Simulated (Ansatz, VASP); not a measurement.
# SiC: VASP beside Ansatz

```xyz
2
Lattice="0.0000 2.1897 2.1897 2.1897 0.0000 2.1897 2.1897 2.1897 0.0000" Properties=species:S:1:pos:R:3 pbc="T T T"
Si    0.0000    0.0000    0.0000
C     3.2846    3.2846    3.2846
```

Alike in both runs: functional PBE; k mesh 10 × 10 × 10; occupations gaussian, width 0.02 eV; no spin polarisation.

Ansatz relaxed the structure, and its values are those at the end. VASP's run is a single point on that final structure, the one shown.

```csv
,VASP,Ansatz
version,VASP 6.6.1,Ansatz 0.2.0
potentials or method,"VASP PAW PBE potentials, release 64 (Si, C), cutoff 520 eV","scalar-relativistic, plane waves, PAW"
valence electrons in the cell,8,8
```

|  | VASP | Ansatz | Ansatz less VASP |
| --- | --- | --- | --- |
| gap on the k mesh at the Fermi level (eV) | 1.37 | 1.37 | +0.002 |
| least direct gap on the mesh (eV) | 4.53 | 4.53 | +0.003 |
| pressure (GPa) | 0.0 | 0.0 | +0.05 |

With one functional, cell and mesh, what is left measures potentials, basis and numerics.
